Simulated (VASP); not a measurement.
# AlIn2B2As (P1) in VASP: single point with PBE

Aim: the single point of AlIn2B2As with PBE.

All numbers are computed with VASP 6.6.1; they aren't measurements. Logs are shortened: lines on timing, memory, paths and dates and some standing lists are left out, and cuts for length are marked.

## (1) The cell of the first run

The typed cell holds 6 atoms: a = 4.237 Å, b = 5.528 Å, c = 5.727 Å, α = 86.71°, β = 68.41°, γ = 69.36°.

## (2) Single point, PBE

The input, INCAR:

```
SYSTEM = AlIn2B2As
PREC = Accurate
ENCUT = 520
EDIFF = 1E-6
ISMEAR = 0
SIGMA = 0.1
LREAL = .FALSE.
LASPH = .TRUE.
NELM = 100
ALGO = Normal
ISIF = 2
LWAVE = .FALSE.
LCHARG = .TRUE.
GGA = PE
LELF = .TRUE.
LVHAR = .TRUE.
NBANDS = 29
```

The input, KPOINTS:

```
regular mesh
0
G
  8 6 6
  0 0 0
```

The input, POSCAR:

```
AlIn2B2As
1.0
    4.2365805639      0.0069883825      0.0163885133
    1.9396860966      5.1759838000     -0.0103538829
    2.0871022334     -0.4206116550      5.3160660115
Al In B As
1 2 2 1
Direct
    0.8755895679      0.9456756162      0.8352546394
    0.9465475479      0.1890146022      0.3785804965
    0.4900315576      0.5664275862      0.0024655876
    0.4159757451      0.2454633909      0.7882465155
    0.2557417398      0.0241526709      0.9646446648
    0.2006527317      0.5093451436      0.5507290864
```

Potentials or basis: VASP PAW PBE potentials, release 64 (Al, In_d, B, As).

Launch:

```bash
cat potpaw_PBE.64/Al/POTCAR potpaw_PBE.64/In_d/POTCAR potpaw_PBE.64/B/POTCAR potpaw_PBE.64/As/POTCAR > POTCAR
mpirun -np 1 vasp_std > vasp.out
```

OUTCAR:

```text
SYSTEM = AlIn2B2As
   PREC = Accurate
   ENCUT = 520
   EDIFF = 1E-6
   ISMEAR = 0
   LREAL = .FALSE.
   LASPH = .TRUE.
   NELM = 100
   ISIF = 2
   GGA = PE

 ion  position               nearest neighbor table
   1  0.876  0.946  0.835-   4 2.16   5 2.18   5 2.33   6 2.61   2 2.84   3 3.00   3 3.14   3 3.26
                             2 3.61
   2  0.947  0.189  0.379-   5 2.30   4 2.52   6 2.76   1 2.84   6 2.84   3 3.53   1 3.61   3 3.66
                             3 3.68   3 3.71
   3  0.490  0.566  0.002-   4 2.38   5 2.40   6 2.96   1 3.00   6 3.09   1 3.14   1 3.26   6 3.32
                             2 3.53   2 3.66   2 3.68   2 3.71
   4  0.416  0.245  0.788-   5 1.71   6 2.13   1 2.16   3 2.38   2 2.52
   5  0.256  0.024  0.965-   4 1.71   1 2.18   2 2.30   1 2.33   3 2.40
   6  0.201  0.509  0.551-   4 2.13   1 2.61   2 2.76   2 2.84   3 2.96   3 3.09   3 3.32

  LATTYP: Found a triclinic cell.
 ALAT       =     5.7265581055
 B/A-ratio  =     2.0229454158
 C/A-ratio  =     1.2417800254
 COS(alpha) =     0.0003590813
 COS(beta)  =     0.6306944108
 COS(gamma) =     0.7360631641

  Lattice vectors:

 A1 = (   2.0871022334,  -0.4206116550,   5.3160660115)
 A2 = (   8.6205772646,  -5.5826186900,   5.3591969210)
 A3 = (  -0.2097922339,   4.7483837625,   5.2893236153)

Analysis of symmetry for initial positions (statically):
=====================================================================
 Subroutine PRICEL returns:
 Original cell was already a primitive cell.

 Routine SETGRP: Setting up the symmetry group for a
 triclinic supercell.

 Subroutine GETGRP returns: Found  1 space group operations
 (whereof  1 operations were pure point group operations)
 out of a pool of  2 trial point group operations.

The static configuration has the point symmetry C_1 .

Analysis of symmetry for dynamics (positions and initial velocities):
=====================================================================
 Subroutine PRICEL returns:
 Original cell was already a primitive cell.

 Routine SETGRP: Setting up the symmetry group for a
 triclinic supercell.

 Subroutine GETGRP returns: Found  1 space group operations
 (whereof  1 operations were pure point group operations)
 out of a pool of  2 trial point group operations.

The dynamic configuration has the point symmetry C_1 .

 Subroutine INISYM returns: Found  1 space group operations
 (whereof  1 operations are pure point group operations),
 and found     1 'primitive' translations

----------------------------------------------------------------------------------------

                                     Primitive cell

  volume of cell :     116.2921

  direct lattice vectors                    reciprocal lattice vectors
     4.236580564  0.006988383  0.016388513     0.236572467 -0.088854755 -0.099909269
     1.939686097  5.175983800 -0.010353883    -0.000378735  0.193372819  0.015448514
     2.087102233 -0.420611655  5.316066012    -0.000730050  0.000650548  0.188447118

  length of vectors
     4.236618026  5.527503745  5.726558105     0.271741719  0.193989297  0.188449655

  position of ions in fractional coordinates (direct lattice)
     0.875589568  0.945675616  0.835254639
     0.946547548  0.189014602  0.378580496
     0.490031558  0.566427586  0.002465588
     0.415975745  0.245463391  0.788246515
     0.255741740  0.024152671  0.964644665
     0.200652732  0.509345144  0.550729086

  ion indices of the primitive-cell ions
   primitive index   ion index
                 1           1
                 2           2
                 3           3
                 4           4
                 5           5
                 6           6

----------------------------------------------------------------------------------------

 KPOINTS: regular mesh

Automatic generation of k-mesh.
 Grid dimensions read from file:
 generate k-points for:    8    6    6

 Generating k-lattice:

  Cartesian coordinates                     Fractional coordinates (reciprocal lattice)
     0.029571558 -0.011106844 -0.012488659     0.125000000  0.000000000  0.000000000
    -0.000063123  0.032228803  0.002574752     0.000000000  0.166666667  0.000000000
    -0.000121675  0.000108425  0.031407853    -0.000000000 -0.000000000  0.166666667

  Length of vectors
     0.033967715  0.032331549  0.031408276

  Shift w.r.t. Gamma in fractional coordinates (k-lattice)
     0.000000000  0.000000000  0.000000000

 Subroutine IBZKPT returns following result:
 ===========================================

 Found    148 irreducible k-points:

 Following reciprocal coordinates:
            Coordinates               Weight
  0.000000  0.000000  0.000000      1.000000
  0.125000  0.000000  0.000000      2.000000
  0.250000  0.000000  0.000000      2.000000
  0.375000  0.000000  0.000000      2.000000
  0.500000  0.000000  0.000000      1.000000
  0.000000  0.166667 -0.000000      2.000000
[... 16 lines left out ...]
  0.125000  0.500000  0.000000      2.000000
  0.250000  0.500000  0.000000      2.000000
 [... further k-points ...]
   k-points           NKPTS =    148   k-points in BZ     NKDIM =    148   number of bands    NBANDS=     29
   number of dos      NEDOS =    301   number of ions     NIONS =      6
   total plane-waves  NPLWV =  64512
   dimension x,y,z NGX =    32 NGY =   42 NGZ =   48
   dimension x,y,z NGXF=    64 NGYF=   84 NGZF=   96
   ions per type =               1   2   2   1
   NGX,Y,Z   is equivalent  to a cutoff of  12.56, 12.63, 13.93 a.u.
   NGXF,Y,Z  is equivalent  to a cutoff of  25.11, 25.26, 27.87 a.u.
 SYSTEM =  AlIn2B2As
   PREC   = accura    normal or accurate (medium, high low for compatibility)
   ISTART =      0    job   : 0-new  1-cont  2-samecut
   ICHARG =      2    charge: 1-file 2-atom 10-const
   ISPIN  =      1    spin polarized calculation?
   LNONCOLLINEAR =      F non collinear calculations
   LSORBIT =      F    spin-orbit coupling
   LASPH  =      T    aspherical Exc in radial PAW
   ENCUT  =  520.0 eV  38.22 Ry    6.18 a.u.   7.88 10.28 10.65*2*pi/ulx,y,z
   NELM   =    100;   NELMIN=  2; NELMDL= -5     # of ELM steps
   EDIFF  = 0.1E-05   stopping-criterion for ELM
   LREAL  =      F    real-space projection
   EDIFFG = 0.1E-04   stopping-criterion for IOM
   NSW    =      0    number of steps for IOM
   IBRION =     -1    ionic relax: 0-MD 1-quasi-New 2-CG
   NFREE  =      0    steps in history (QN), initial steepest desc. (CG)
   ISIF   =      2    stress and relaxation
   ISYM   =      2    0-nonsym 1-usesym 2-fastsym
   POTIM  = 0.5000    time-step for ionic-motion
   TEBEG  =    0.0;   TEEND  =   0.0 temperature during run
   PSTRESS=    0.0 pullay stress
   NELECT =      40.0000    total number of electrons
   NUPDOWN=      -1.0000    fix difference up-down
   EMIN   =  10.00;   EMAX   =-10.00  energy-range for DOS
   EFERMI =   0.00;   METHOD = LEGACY
   ISMEAR =     0;   SIGMA  =   0.10  broadening in eV -4-tet -1-fermi 0-gaus
   EFERMI_NEDOS =   21; number of points for ismear=-14 and -15
   IALGO  =     38    algorithm
   IMIX   =      4    mixing-type and parameters
     AMIX     =   0.40;   BMIX     =  1.00
     AMIX_MAG =   1.60;   BMIX_MAG =  1.00
  volume/ion in A,a.u.               =      19.38       130.80
  Fermi-wavevector in a.u.,A,eV,Ry     =   1.147039  2.167589 17.901153  1.315698
  Thomas-Fermi vector in A             =   2.283720
   LORBIT       =      0    0 simple, 1 ext, 2 COOP (PROOUT), +10 PAW based schemes
   GGA     = PE    functional components
   LHFCALC =     F    Hartree Fock is set to
   AEXX    =    0.0000 exact exchange contribution
   IVDW    =     0    specifies the selected vdW correction
   LEPSILON=     F    determine dielectric tensor
   LRPA    =     F    only Hartree local field effects (RPA)
 non-spin polarized calculation
 Gauss-broadening in eV      SIGMA  =   0.10
  energy-cutoff  :      520.00
  volume of cell :      116.29
 maximum number of plane-waves:      3152
   NGX = 15   NGY = 21   NGZ = 21

 number of electron      40.0000004 magnetization

 Free energy of the ion-electron system (eV)
  ---------------------------------------------------
  ext. energy  EPLUGINS =         0.00000000
  ---------------------------------------------------
  free energy    TOTEN  =       -25.03732673 eV

  energy without entropy =      -25.03576001  energy(sigma->0) =      -25.03654337

 E-fermi :   5.9046     XC(G=0):  -9.7488

 val. band max:        5.9038779150   @ k =  -0.2500   0.5000   0.3333
 cond. band min:       5.9536258947   @ k =   0.2500   0.1667   0.3333
 fundamental gap:      0.0497479796
 Fermi energy:         5.9045582201

 k-point     1 :       0.0000    0.0000    0.0000
  band No.  band energies     occupation
      1      -8.8795      2.00000
      2      -8.8592      2.00000
      3      -8.8476      2.00000
      4      -8.7963      2.00000
      5      -8.7781      2.00000
      6      -8.7547      2.00000
[... 21 lines left out ...]
     28      12.3033      0.00000
     29      12.4521      0.00000

 k-point     2 :       0.1250    0.0000    0.0000
  band No.  band energies     occupation
      1      -8.8880      2.00000
      2      -8.8517      2.00000
      3      -8.8484      2.00000
      4      -8.7954      2.00000
      5      -8.7697      2.00000
      6      -8.7492      2.00000
[... 21 lines left out ...]
     28      11.6542      0.00000
     29      12.3127      0.00000

 k-point     3 :       0.2500    0.0000    0.0000
  band No.  band energies     occupation
      1      -8.8999      2.00000
      2      -8.8555      2.00000
      3      -8.8338      2.00000
      4      -8.7906      2.00000
      5      -8.7587      2.00000
      6      -8.7465      2.00000
[... 638 lines left out ...]
      5      -8.7648      2.00000
      6      -8.7519      2.00000
[... 21 lines left out ...]
     28      11.3067      0.00000
     29      11.8920      0.00000

 k-point    24 :       0.2500    0.5000    0.0000
  band No.  band energies     occupation
      1      -8.9030      2.00000
      2      -8.8464      2.00000
      3      -8.8287      2.00000
      4      -8.7840      2.00000
      5      -8.7627      2.00000
      6      -8.7403      2.00000
[... 21 lines left out ...]
     28      11.4564      0.00000
     29      12.3755      0.00000

 [... further k-points ...]

------------------------ aborting loop because EDIFF is reached ----------------------------------------

  FORCE on cell =-STRESS in cart. coord.  units (eV):
  Direction    XX          YY          ZZ          XY          YZ          ZX
  --------------------------------------------------------------------------------------
  -------------------------------------------------------------------------------------
  Total        0.0202857      0.0525584      0.0541088     -0.0115017     -0.0263299      0.0148808
  in kB        0.2794794      0.7241062      0.7454666     -0.1584606     -0.3627517      0.2050159
  external PRESSURE =       0.5830174 kB  Pullay stress =       0.0000000 kB

 VOLUME and BASIS-vectors are now :
 -----------------------------------------------------------------------------
  energy-cutoff  :      520.00
  volume of cell :      116.29
      direct lattice vectors                 reciprocal lattice vectors
     4.236580564  0.006988383  0.016388513     0.236572467 -0.088854755 -0.099909269
     1.939686097  5.175983800 -0.010353883    -0.000378735  0.193372819  0.015448514
     2.087102233 -0.420611655  5.316066012    -0.000730050  0.000650548  0.188447118

 POSITION                                       TOTAL-FORCE (eV/Angst)
 -----------------------------------------------------------------------------------
      7.28708      4.54960      4.44483         0.000955      0.006753      0.000270
      5.16689      0.82572      2.02611         0.004220     -0.009463     -0.008443
      3.17990      2.93421      0.01527        -0.001272      0.001313     -0.005493
      3.88359      0.94188      4.19465         0.021354     -0.020474      0.020556
      3.14363     -0.27894      5.13206        -0.012157     -0.002486      0.010157
      2.98748      2.40612      2.92573        -0.013100      0.024357     -0.017047
 -----------------------------------------------------------------------------------
    total drift:                                0.000213     -0.000152     -0.000192

  FREE ENERGIE OF THE ION-ELECTRON SYSTEM (eV)
  ---------------------------------------------------
  free  energy   TOTEN  =       -25.0373267343 eV

  energy  without entropy=      -25.0357600147  energy(sigma->0) =      -25.03654337
```

It took 4.6 min on 1 thread of Intel Xeon 6975P-C (Granite Rapids), shared host; peak memory 0.6 GiB.

Results:

| Property | Result |
| --- | --- |
| Free energy | -25.0373 eV |
| Pressure | 0.1 GPa |
| Largest force | 0.036 eV/Å |
| Band gap on the k mesh | zero (bands 20 and 21 overlap by 0.75 eV) |

Forces on the atoms (eV/Å):
```
Al   0.001  0.007  0.000
In   0.004 -0.009 -0.008
In  -0.001  0.001 -0.005
B    0.021 -0.020  0.021
B   -0.012 -0.002  0.010
As  -0.013  0.024 -0.017
```

Levels at points of the mesh, in eV from the Fermi level:
```csv
k point,band 17,band 18,band 19,band 20,band 21,band 22,band 23,band 24
"(0.00, 0.00, 0.00)",-3.32,-1.85,-1.72,-1.40,0.37,0.85,1.50,2.16
"(0.50, 0.00, 0.00)",-2.89,-1.71,-1.57,-1.32,0.40,1.11,1.62,2.70
"(0.00, 0.50, 0.00)",-2.83,-2.04,-1.91,-0.88,1.45,1.81,2.43,3.24
"(0.50, 0.50, 0.00)",-3.54,-3.25,-1.08,-0.44,0.35,1.52,2.89,3.59
"(0.00, 0.00, 0.50)",-2.58,-2.22,-1.92,-0.50,1.27,1.59,2.46,2.94
"(0.50, 0.00, 0.50)",-3.98,-3.21,-1.50,-0.89,0.62,1.49,2.75,3.81
"(0.00, 0.50, 0.50)",-2.64,-0.60,-0.41,0.58,0.66,1.46,2.50,2.62
"(0.50, 0.50, 0.50)",-2.73,-2.17,-1.78,-1.07,0.62,1.12,1.69,2.94
```

Caveat: semilocal functionals underestimate gaps, so a narrow gap can read as zero; spin-orbit coupling is left out, which moves the levels of the heavy elements.
